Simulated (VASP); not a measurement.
# Ti in VASP: notebook

The runs below take Ti through electric field gradients, with LDA.

All numbers are computed with VASP 6.6.1; they aren't measurements. Logs are shortened: lines on timing, memory, paths and dates and some standing lists are left out, and cuts for length are marked.

## Step 1: The cell of the first run

The structure is trigonal, space group R-3m (No. 166). Conventional cell: a = 2.856 Å, b = 2.856 Å, c = 7.102 Å, α = 90.00°, β = 90.00°, γ = 120.00°. Ti (site symmetry -3m) has 12 Ti at 2.86 to 2.89 Å within 3.8 Å.

## Step 2: Electric field gradients, LDA (equal xy, yz and zx shear strains of +1 %)

File INCAR:

```
PREC = Accurate
ENCUT = 520
EDIFF = 1E-8
ISMEAR = -1
SIGMA = 0.05
LREAL = F
LASPH = T
NELM = 80
ALGO = Normal
ISIF = 2
LWAVE = F
LCHARG = F
GGA = CA
LEFG = T
NBANDS = 12
```

File KPOINTS:

```
regular mesh
0
Gamma
  15 15 15
```

File POSCAR:

```
Ti
1.0
    0.0203000000      2.0401500000      2.0401500000
    2.0401500000      0.0203000000      2.0401500000
    2.0401500000      2.0401500000      0.0203000000
Ti
1
Direct
    0.0000000000      0.0000000000      0.0000000000
```

Potentials or basis: VASP PAW LDA potentials, release 64 (Ti_sv).

Launch:

```console
cat potpaw_LDA.64/Ti_sv/POTCAR > POTCAR
mpirun -np 1 vasp_std > vasp.out
```

OUTCAR:

```text
PREC = Accurate
   ENCUT = 520
   EDIFF = 1E-8
   ISMEAR = -1
   LREAL = F
   LASPH = T
   NELM = 80
   ISIF = 2
   GGA = CA

 ion  position               nearest neighbor table
   1  0.000  0.000  0.000-

  LATTYP: Found a trigonal (rhomboedric) cell.
 ALAT       =     2.8852792127
 COS(alpha) =     0.5099250056

  Lattice vectors:

 A1 = (   0.0203000000,   2.0401500000,   2.0401500000)
 A2 = (   2.0401500000,   0.0203000000,   2.0401500000)
 A3 = (   2.0401500000,   2.0401500000,   0.0203000000)

Analysis of symmetry for initial positions (statically):
=====================================================================
 Subroutine PRICEL returns:
 Original cell was already a primitive cell.

 Routine SETGRP: Setting up the symmetry group for a
 trigonal (rhombohedral) supercell.

 Subroutine GETGRP returns: Found 12 space group operations
 (whereof 12 operations were pure point group operations)
 out of a pool of 12 trial point group operations.

The static configuration has the point symmetry D_3d.

Analysis of symmetry for dynamics (positions and initial velocities):
=====================================================================
 Subroutine PRICEL returns:
 Original cell was already a primitive cell.

 Routine SETGRP: Setting up the symmetry group for a
 trigonal (rhombohedral) supercell.

 Subroutine GETGRP returns: Found 12 space group operations
 (whereof 12 operations were pure point group operations)
 out of a pool of 12 trial point group operations.

The dynamic configuration has the point symmetry D_3d.

 Subroutine INISYM returns: Found 12 space group operations
 (whereof 12 operations are pure point group operations),
 and found     1 'primitive' translations

----------------------------------------------------------------------------------------

                                     Primitive cell

  volume of cell :      16.7296

[... 125 lines left out ...]

 Free energy of the ion-electron system (eV)
  ---------------------------------------------------
  ext. energy  EPLUGINS =         0.00000000
  ---------------------------------------------------
  free energy    TOTEN  =        -8.49339195 eV

  energy without entropy =       -8.47918243  energy(sigma->0) =       -8.48628719

 E-fermi :   8.3920     XC(G=0): -11.9650

 val. band max:        8.3913388330   @ k =  -0.4667   0.2667   0.1333
 cond. band min:       8.3995910733   @ k =  -0.4667   0.4000   0.2667
 fundamental gap:      0.0082522403
 Fermi energy:         8.3920281196

 k-point     1 :       0.0000    0.0000    0.0000
  band No.  band energies     occupation
      1     -47.5757      2.00000
      2     -23.7707      2.00000
      3     -23.7500      2.00000
      4     -23.7500      2.00000
      5       2.2844      2.00000
      6       9.1445      0.00000
      7       9.3021      0.00000
      8       9.3021      0.00000
      9      10.9438      0.00000
     10      10.9438      0.00000
     11      23.9352      0.00000
     12      28.2294      0.00000
[... 331 lines left out ...]
 k-point    24 :       0.2000    0.1333   -0.0000
  band No.  band energies     occupation
      1     -47.5228      2.00000
      2     -23.9785      2.00000
      3     -23.8339      2.00000
      4     -23.8132      2.00000
      5       3.5430      2.00000
      6       8.4319      0.62079
      7       9.7039      0.00000
      8       9.7849      0.00000
      9      10.2748      0.00000
     10      11.2050      0.00000
     11      24.5874      0.00000
     12      25.1775      0.00000

 [... further k-points ...]

------------------------ aborting loop because EDIFF is reached ----------------------------------------

  FORCE on cell =-STRESS in cart. coord.  units (eV):
  Direction    XX          YY          ZZ          XY          YZ          ZX
  --------------------------------------------------------------------------------------
  -------------------------------------------------------------------------------------
  Total       -0.5167793     -0.5167793     -0.5167793     -0.0503157     -0.0503157     -0.0503157
  in kB      -49.4914345    -49.4914345    -49.4914345     -4.8186878     -4.8186878     -4.8186878
  external PRESSURE =     -49.4914345 kB  Pullay stress =       0.0000000 kB

 VOLUME and BASIS-vectors are now :
 -----------------------------------------------------------------------------
  energy-cutoff  :      520.00
  volume of cell :       16.73
      direct lattice vectors                 reciprocal lattice vectors
     0.020300000  2.040150000  2.040150000    -0.248768595  0.246317673  0.246317673
     2.040150000  0.020300000  2.040150000     0.246317673 -0.248768595  0.246317673
     2.040150000  2.040150000  0.020300000     0.246317673  0.246317673 -0.248768595

 POSITION                                       TOTAL-FORCE (eV/Angst)
 -----------------------------------------------------------------------------------
      0.00000      0.00000      0.00000        -0.000000     -0.000000     -0.000000
 -----------------------------------------------------------------------------------
    total drift:                               -0.000000     -0.000000      0.000000

  FREE ENERGIE OF THE ION-ELECTRON SYSTEM (eV)
  ---------------------------------------------------
  free  energy   TOTEN  =        -8.4933919546 eV

  energy  without entropy=       -8.4791824317  energy(sigma->0) =       -8.48628719

 Electric field gradients (V/A^2)
---------------------------------------------------------------------
 ion       V_xx      V_yy      V_zz      V_xy      V_xz      V_yz
---------------------------------------------------------------------
   1       0.000     0.000     0.000    -2.288    -2.288    -2.288
---------------------------------------------------------------------

 Electric field gradients after diagonalization (V/A^2)
 (convention: |V_zz| > |V_xx| > |V_yy|)
----------------------------------------------------------------------
 ion       V_xx      V_yy      V_zz     asymmetry (V_yy - V_xx)/ V_zz
----------------------------------------------------------------------
   1       2.288     2.288    -4.576       0.000
----------------------------------------------------------------------

           NMR quadrupolar parameters

 Cq : quadrupolar parameter    Cq=e*Q*V_zz/h
 eta: asymmetry parameters     (V_yy - V_xx)/ V_zz
 Q  : nuclear electric quadrupole moment in mb (millibarn)
----------------------------------------------------------------------
 ion       Cq(MHz)       eta       Q (mb)
----------------------------------------------------------------------
   1      -0.011       0.000       1.000
----------------------------------------------------------------------
```

It took 45 s on 1 thread of AMD EPYC 9R45 (Zen 5), shared host; peak memory 0.15 GiB.

What came out:

```yaml
Free_energy: -8.4934 eV
Pressure: -4.9 GPa
Band_gap_on_the_k_mesh: zero (band 6 reaches 9.16 eV, above the bottom of band 7 at 8.08 eV)
```

Electric field gradients, principal values (V/Å²):
| atom | least | middle | greatest (by size) |
| --- | --- | --- | --- |
| 1 Ti | 2.288 | 2.288 | -4.576 |

Caveat: the cell differs from its parent crystal (equal xy, yz and zx shear strains of +1 %); without QUAD_EFG the Cq values of the log hold for a quadrupole moment of 1 mb, not for the nuclei.

## Step 3: Electric field gradients, LDA (equal xy, yz and zx shear strains of +3 %)

File INCAR:

```
SYSTEM = Ti
PREC = Accurate
ENCUT = 520
EDIFF = 1E-8
ISMEAR = -1
SIGMA = 0.05
LREAL = .False.
LASPH = .True.
NELM = 60
ALGO = Normal
ISIF = 2
LWAVE = .False.
LCHARG = .False.
LEFG = .True.
NBANDS = 12
```

File KPOINTS:

```
Automatic mesh
0
Gamma
  15 15 15
  0 0 0
```

File POSCAR:

```
Ti
1.0
    0.0609000000      2.0604500000      2.0604500000
    2.0604500000      0.0609000000      2.0604500000
    2.0604500000      2.0604500000      0.0609000000
Ti
1
Direct
    0.0000000000      0.0000000000      0.0000000000
```

Potentials or basis: VASP PAW LDA potentials, release 64 (Ti_sv).

Launch:

```console
cat potpaw_LDA.64/Ti_sv/POTCAR > POTCAR
mpirun -np 1 vasp_std > vasp.out
```

OUTCAR:

```text
SYSTEM = Ti
   PREC = Accurate
   ENCUT = 520
   EDIFF = 1E-8
   ISMEAR = -1
   LREAL = .False.
   LASPH = .True.
   NELM = 60
   ISIF = 2

 ion  position               nearest neighbor table
   1  0.000  0.000  0.000-

  LATTYP: Found a trigonal (rhomboedric) cell.
 ALAT       =     2.9145526612
 COS(alpha) =     0.5293254421

  Lattice vectors:

 A1 = (   0.0609000000,   2.0604500000,   2.0604500000)
 A2 = (   2.0604500000,   0.0609000000,   2.0604500000)
 A3 = (   2.0604500000,   2.0604500000,   0.0609000000)

Analysis of symmetry for initial positions (statically):
=====================================================================
 Subroutine PRICEL returns:
 Original cell was already a primitive cell.

 Routine SETGRP: Setting up the symmetry group for a
 trigonal (rhombohedral) supercell.

 Subroutine GETGRP returns: Found 12 space group operations
 (whereof 12 operations were pure point group operations)
 out of a pool of 12 trial point group operations.

The static configuration has the point symmetry D_3d.

Analysis of symmetry for dynamics (positions and initial velocities):
=====================================================================
 Subroutine PRICEL returns:
 Original cell was already a primitive cell.

 Routine SETGRP: Setting up the symmetry group for a
 trigonal (rhombohedral) supercell.

 Subroutine GETGRP returns: Found 12 space group operations
 (whereof 12 operations were pure point group operations)
 out of a pool of 12 trial point group operations.

The dynamic configuration has the point symmetry D_3d.

 Subroutine INISYM returns: Found 12 space group operations
 (whereof 12 operations are pure point group operations),
[... 162 lines left out ...]
     12      27.7344      0.00000
[... 331 lines left out ...]
 k-point    24 :       0.2000    0.1333    0.0000
  band No.  band energies     occupation
      1     -47.5104      2.00000
      2     -23.9632      2.00000
      3     -23.8378      2.00000
      4     -23.7844      2.00000
      5       3.5542      2.00000
      6       8.4297      0.73014
      7       9.6029      0.00000
      8       9.8951      0.00000
      9      10.3013      0.00000
     10      11.2200      0.00000
     11      24.6813      0.00000
     12      25.0804      0.00000

 [... further k-points ...]

------------------------ aborting loop because EDIFF is reached ----------------------------------------

  FORCE on cell =-STRESS in cart. coord.  units (eV):
  Direction    XX          YY          ZZ          XY          YZ          ZX
  --------------------------------------------------------------------------------------
  -------------------------------------------------------------------------------------
  Total       -0.5130154     -0.5130154     -0.5130154     -0.1561401     -0.1561401     -0.1561401
  in kB      -49.1601535    -49.1601535    -49.1601535    -14.9622591    -14.9622591    -14.9622591
  external PRESSURE =     -49.1601535 kB  Pullay stress =       0.0000000 kB

 VOLUME and BASIS-vectors are now :
 -----------------------------------------------------------------------------
  energy-cutoff  :      520.00
  volume of cell :       16.72
      direct lattice vectors                 reciprocal lattice vectors
     0.060900000  2.060450000  2.060450000    -0.253697859  0.246414667  0.246414667
     2.060450000  0.060900000  2.060450000     0.246414667 -0.253697859  0.246414667
     2.060450000  2.060450000  0.060900000     0.246414667  0.246414667 -0.253697859

 POSITION                                       TOTAL-FORCE (eV/Angst)
 -----------------------------------------------------------------------------------
      0.00000      0.00000      0.00000        -0.000000      0.000000      0.000000
 -----------------------------------------------------------------------------------
    total drift:                               -0.000000     -0.000000     -0.000000

  FREE ENERGIE OF THE ION-ELECTRON SYSTEM (eV)
  ---------------------------------------------------
  free  energy   TOTEN  =        -8.4875652558 eV

  energy  without entropy=       -8.4737001401  energy(sigma->0) =       -8.48063270

 Electric field gradients (V/A^2)
---------------------------------------------------------------------
 ion       V_xx      V_yy      V_zz      V_xy      V_xz      V_yz
---------------------------------------------------------------------
   1      -0.000    -0.000     0.000    -5.960    -5.960    -5.960
---------------------------------------------------------------------

 Electric field gradients after diagonalization (V/A^2)
 (convention: |V_zz| > |V_xx| > |V_yy|)
----------------------------------------------------------------------
 ion       V_xx      V_yy      V_zz     asymmetry (V_yy - V_xx)/ V_zz
----------------------------------------------------------------------
   1       5.960     5.960   -11.919       0.000
----------------------------------------------------------------------

           NMR quadrupolar parameters

 Cq : quadrupolar parameter    Cq=e*Q*V_zz/h
 eta: asymmetry parameters     (V_yy - V_xx)/ V_zz
 Q  : nuclear electric quadrupole moment in mb (millibarn)
----------------------------------------------------------------------
 ion       Cq(MHz)       eta       Q (mb)
----------------------------------------------------------------------
   1      -0.029       0.000       1.000
----------------------------------------------------------------------
```

OSZICAR:

```text
N       E                     dE             d eps       ncg     rms          rms(c)
DAV:   1     0.856469542706E+02    0.85647E+02   -0.65153E+03  8280   0.120E+03
DAV:   2    -0.532977446505E+01   -0.90977E+02   -0.88575E+02  8372   0.296E+02
DAV:   3    -0.938315420031E+01   -0.40534E+01   -0.40137E+01 11376   0.642E+01
DAV:   4    -0.947400127562E+01   -0.90847E-01   -0.90772E-01  9368   0.847E+00
DAV:   5    -0.947626325000E+01   -0.22620E-02   -0.22619E-02  9780   0.117E+00    0.844E+00
DAV:   6    -0.849726707579E+01    0.97900E+00   -0.20489E+00  8984   0.208E+01    0.222E+00
DAV:   7    -0.848034430588E+01    0.16923E-01   -0.96830E-02 10052   0.331E+00    0.127E+00
DAV:   8    -0.848728592214E+01   -0.69416E-02   -0.40333E-02  8516   0.264E+00    0.171E-01
DAV:   9    -0.848752869046E+01   -0.24277E-03   -0.33356E-03 10412   0.672E-01    0.819E-02
DAV:  10    -0.848757793650E+01   -0.49246E-04   -0.30436E-04  8700   0.206E-01    0.143E-02
DAV:  11    -0.848756639990E+01    0.11537E-04   -0.20217E-05  9804   0.615E-02    0.118E-02
DAV:  12    -0.848756523122E+01    0.11687E-05   -0.31375E-06  8840   0.236E-02    0.966E-04
DAV:  13    -0.848756525798E+01   -0.26753E-07   -0.20149E-07 12092   0.381E-03    0.977E-04
DAV:  14    -0.848756525584E+01    0.21353E-08   -0.25534E-08  8596   0.231E-03
   1 F= -.84875653E+01 E0= -.84806327E+01  d E =-.138651E-01
```

Wall time 44 s (1 thread of AMD EPYC 9R45 (Zen 5), shared host); peak memory 0.15 GiB.

Results:

| Property | Result |
| --- | --- |
| Free energy | -8.4876 eV |
| Pressure | -4.9 GPa |
| Band gap on the k mesh | zero (band 6 reaches 9.11 eV, above the bottom of band 7 at 8.04 eV) |

Levels at points of the mesh, in eV from the Fermi level:
```
           k point  band 2  band 3  band 4  band 5  band 6  band 7  band 8  band 9  band 10  band 11
(0.00, 0.00, 0.00)  -32.19  -32.12  -32.12   -6.11    0.54    1.00    1.00    2.57     2.57    15.49
```

Electric field gradients, principal values (V/Å²):
| atom | least | middle | greatest (by size) |
| --- | --- | --- | --- |
| 1 Ti | 5.960 | 5.960 | -11.919 |

Caveat: the cell differs from its parent crystal (equal xy, yz and zx shear strains of +3 %); without QUAD_EFG the Cq values of the log hold for a quadrupole moment of 1 mb, not for the nuclei.

(Part 1 of 2 ends here.)
